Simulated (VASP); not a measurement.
Wanted: the native input for a VASP 6.6.1 run.

- Task: single point
- Functional: PBE
- Potentials or basis: VASP PAW PBE potentials, release 64 (Al, In_d, Sb)
- Cutoff: 520 eV
- k mesh: 6 × 6 × 1
- Occupations: gaussian, width 0.2 eV
- Spin: no spin polarisation
- Dipole correction: no
- Further INCAR settings: ALGO = Normal; EDIFF = 1e-06; NBANDS = 56

The structure of AlIn2Sb3 lies in POSCAR:

```
AlIn2Sb3
1.0
    4.5781609835      0.0000000000      0.0000000000
   -2.2890804917      3.9648037143      0.0000000000
    0.0000000000      0.0000000000     22.6509180000
Al In Sb
2 4 6
Direct
    0.3333333333      0.6666666667      0.9972140000
    0.3333333333      0.6666666667      0.6690270000
    0.6666666667      0.3333333333      0.1621740000
    0.6666666667      0.3333333333      0.5057180000
    0.6666666667      0.3333333333      0.8340550000
    0.3333333333      0.6666666667      0.3338060000
    0.6666666667      0.3333333333      0.2886990000
    0.6666666667      0.3333333333      0.6328480000
    0.6666666667      0.3333333333      0.9610750000
    0.3333333333      0.6666666667      0.1166850000
    0.3333333333      0.6666666667      0.4604350000
    0.3333333333      0.6666666667      0.7884660000
```

One way to write it, as run:

INCAR

```
PREC     = Accurate       # precision mode
ENCUT    = 520            # plane-wave cutoff, eV
EDIFF    = 1E-6           # SCF threshold, eV
ISMEAR   = 0              # smearing method
SIGMA    = 0.2            # smearing width, eV
LREAL    = F              # projectors in reciprocal space
LASPH    = T              # aspherical terms in the spheres
NELM     = 80             # most SCF steps
ALGO     = Normal         # electronic algorithm
ISIF     = 2              # what is computed and relaxed
LWAVE    = F              # write WAVECAR
LCHARG   = F              # write CHGCAR
GGA      = PE             # functional
NBANDS   = 56             # bands
```

KPOINTS

```
regular mesh
0
Gamma
  6 6 1
```

Potentials or basis: VASP PAW PBE potentials, release 64 (Al, In_d, Sb).

Run with:

```console
$ cat potpaw_PBE.64/Al/POTCAR potpaw_PBE.64/In_d/POTCAR potpaw_PBE.64/Sb/POTCAR > POTCAR
$ mpirun -np 1 vasp_std > vasp.out
```

Results of the run:

- Pressure: 0.1 GPa
- Largest force: 0.029 eV/Å
- Band gap on the k mesh: zero (filled and empty bands touch)

Caveat: semilocal functionals underestimate gaps, and a narrow one can read as zero; spin-orbit coupling is left out, which moves the levels of the heavy elements.

Wall time 8.6 min on 1 thread of Intel Xeon 8259CL, with other jobs on the host, peak memory 0.58 GiB.
